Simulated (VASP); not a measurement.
Input of a VASP 6.6.1 run:

File INCAR:

```
SYSTEM = Si11O24
PREC = Accurate
ENCUT = 520
EDIFF = 1E-6
ISMEAR = 0
SIGMA = 0.05
LREAL = Auto
LASPH = .TRUE.
NELM = 120
ALGO = Normal
ISIF = 2
LWAVE = .FALSE.
LCHARG = .FALSE.
GGA = PE
NBANDS = 117
NELECT = 190.0
GGA_COMPAT = .FALSE.
```

KPOINTS

```
regular mesh
0
G
  2 2 1
  0 0 0
```

File POSCAR:

```
Si11O24
1.0
   -2.4574830000      4.2564860000      5.4313010000
    4.9149660000      0.0000000000      5.4313010000
    4.9149660000      8.5129710000      0.0000000000
Si O
11 24
Direct
    0.0034495291     -0.0335124919      0.2429052240
    0.5772789669      0.1818395206      0.9774983563
    0.8788155513      0.3630452846      0.0245855306
    0.0285014284      0.0150073000      0.7751533594
    0.5680678048      0.1055199783      0.4567632548
    0.9456107486      0.4085485955      0.5339092647
    0.5140087624      0.5090991449      0.5162664009
    0.0469175878      0.5476616852      0.1827558140
    0.4229673606      0.9220407691      0.2912764946
    0.0711479826      0.6058817015      0.7039983583
    0.4670977737      0.9381756590      0.8160643171
    0.3422417494      0.3577500205      0.9952264357
    0.1950710187      0.9067025711      0.3141625808
    0.5442515961      0.9798804673      0.1213202419
    0.0274716088      0.1533427117      0.0992004415
    0.8911830874      0.5207533897      0.1086520399
    0.2857657980      0.4937592182      0.0956427411
    0.5065866080      0.3449940722      0.4424591832
    0.2185171282      0.9546156074      0.8443187347
    0.5299617224      0.9849338799      0.6272801056
    0.0605210236      0.1926680374      0.6176477179
    0.9935271336      0.5893459202      0.5693426731
    0.3149468206      0.5558091916      0.6458696109
    0.9910947299      0.7773316563      0.1974928797
    0.7046405331      0.4328801088      0.5872116134
    0.0174952495      0.4154595803      0.3574156091
    0.5408763885      0.7059298555      0.3781367544
    0.4216991448      0.0816776704      0.3737851913
    0.8039360642      0.0340121548      0.3714960849
    1.0085059890      0.8294856819      0.7249709152
    0.6707967630      0.3107262643      0.0509197047
    0.0012995628      0.4353031959      0.8500274968
    0.5928032626      0.7320608906      0.8841810000
    0.4834948275      0.1356514876      0.8561314300
    0.8216341963      0.0982461418      0.8830790738
```

Potentials or basis: VASP PAW PBE potentials, release 64 (Si, O).

Command:

```bash
$ cat potpaw_PBE.64/Si/POTCAR potpaw_PBE.64/O/POTCAR > POTCAR
$ mpirun -np 1 vasp_std > vasp.out
```

Q: What does it give for the largest force?

A: 0.478 eV/Å.

Forces on the atoms (eV/Å):
```
Si   0.148  0.196  0.064
Si  -0.373  0.030 -0.192
Si  -0.305  0.103  0.354
Si  -0.010 -0.034 -0.010
Si   0.010 -0.023  0.028
Si  -0.025  0.123 -0.050
Si  -0.021 -0.095  0.016
Si   0.233  0.016 -0.026
Si  -0.011 -0.018 -0.094
Si   0.027 -0.113  0.029
Si   0.177 -0.244 -0.010
O   -0.005 -0.059 -0.036
O   -0.070 -0.092  0.159
O    0.084 -0.029  0.148
O    0.104 -0.144 -0.146
O    0.106  0.082 -0.120
O    0.060  0.089  0.091
O   -0.102  0.054  0.161
O   -0.048 -0.090  0.022
O    0.007  0.165  0.177
O    0.065  0.034  0.000
O    0.008  0.028 -0.011
O   -0.035  0.008 -0.074
O   -0.056  0.007  0.113
O    0.047  0.014  0.064
O   -0.032 -0.093  0.008
O    0.014 -0.008 -0.107
O    0.057  0.066 -0.193
O   -0.113 -0.128 -0.145
O   -0.063  0.105  0.055
O    0.301  0.035  0.115
O    0.117  0.042 -0.091
O   -0.131  0.147 -0.068
O   -0.216 -0.167 -0.088
O    0.046 -0.006 -0.141
```

Caveat: the k points lie up to 0.70 Å⁻¹ apart; the cell carries a net charge on a neutralising background, which shifts energy and pressure.
